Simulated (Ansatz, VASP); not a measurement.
One calculation of Mo, two programs

POSCAR

```
Mo
1.0
   -1.5819687003      1.5819687003      1.5819687003
    1.5819687003     -1.5819687003      1.5819687003
    1.5819687003      1.5819687003     -1.5819687003
Mo
1
Direct
    0.0000000000      0.0000000000      0.0000000000
```

INCAR.step1

```
  PREC = Accurate
  ENCUT = 520
  ISMEAR = 0
  SIGMA = 0.1
  LREAL = F
  LASPH = T
  NELM = 60
  NBANDS = 13
  GGA = PE
  ALGO = Normal
  EDIFF = 1E-4
  LWAVE = T
  LCHARG = F
```

INCAR.step2

```
  PREC = Accurate
  ENCUT = 520
  EDIFF = 1E-6
  ISMEAR = 0
  SIGMA = 0.1
  LREAL = F
  LASPH = T
  NELM = 60
  ALGO = Normal
  ISIF = 2
  LWAVE = F
  LCHARG = T
  METAGGA = R2SCAN
  LMIXTAU = T
  LELF = T
  LVHAR = T
  NBANDS = 13
  ISTART = 1
```

The input KPOINTS:

```
Automatic mesh
0
Gamma
  8 8 8
```

Input for Ansatz:

```yaml
crystal:
  lattice:
    - [-1.5819687003, 1.5819687003, 1.5819687003]
    - [1.5819687003, -1.5819687003, 1.5819687003]
    - [1.5819687003, 1.5819687003, -1.5819687003]
  atoms:
    - { symbol: Mo, position: [0.0, 0.0, 0.0] }
basis:
  ecutwfc: 500
kpoints:
  mp_grid: { grid: [8, 8, 8] }
hamiltonian:
  xc: r2scan
scf:
  occupations: { method: gaussian, width: 0.1 }
output:
  forces: true
  stress: true
  eigenvalues: true
```

Alike in both runs: task single point; functional r2SCAN; k mesh 8 × 8 × 8; occupations gaussian, width 0.1 eV; no spin polarisation.

|  | VASP | Ansatz |
| --- | --- | --- |
| version | VASP 6.6.1 | Ansatz 0.2.0 |
| potentials or method | VASP PAW PBE potentials, release 64 (Mo_sv), cutoff 520 eV | scalar-relativistic, plane waves, PAW |
| valence electrons in the cell | 14 | 14 |

|  | VASP | Ansatz | Ansatz less VASP |
| --- | --- | --- | --- |
| gap on the k mesh at the Fermi level (eV) | none | none | - |
| pressure (GPa) | -1.2 | -2.3 | -1.09 |

VASP's potentials were made for PBE, not for r2SCAN. A gap of «none» marks a metal or a gap that the smearing closes.
